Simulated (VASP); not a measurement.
A run of VASP 6.6.1 is set up as follows.

The input INCAR:

```
PREC     = Accurate       # precision mode
ENCUT    = 520            # plane-wave cutoff, eV
EDIFF    = 1E-6           # SCF threshold, eV
ISMEAR   = -1             # smearing method
SIGMA    = 0.05           # smearing width, eV
LREAL    = F              # projectors in reciprocal space
LASPH    = T              # aspherical terms in the spheres
NELM     = 60             # most SCF steps
ALGO     = Fast           # electronic algorithm
ISIF     = 2              # what is computed and relaxed
LWAVE    = F              # write WAVECAR
LCHARG   = T              # write CHGCAR
GGA      = RP             # functional
LELF     = T              # ELF
LVHAR    = T            
NBANDS   = 18             # bands
```

Contents of KPOINTS:

```
Automatic mesh
0
Gamma
  10 10 10
```

POSCAR

```
TiAl3
1.0
   -1.9111067713      1.9111067713      4.2806687947
    1.9111067713     -1.9111067713      4.2806687947
    1.9111067713      1.9111067713     -4.2806687947
Ti Al
1 3
Direct
    0.0000000000      0.0000000000      0.0000000000
    0.2500000000      0.7500000000      0.5000000000
    0.7500000000      0.2500000000      0.5000000000
    0.5000000000      0.5000000000      0.0000000000
```

Potentials or basis: VASP PAW PBE potentials, release 64 (Ti_sv, Al).

Launch:

```sh
$ cat potpaw_PBE.64/Ti_sv/POTCAR potpaw_PBE.64/Al/POTCAR > POTCAR
$ mpirun -np 1 vasp_std > vasp.out
```

(1) Estimate the pressure.

Answers

(1) 4.2 GPa.

Caveat: the PAW data sets were made with another functional, which shifts forces and pressure a little.
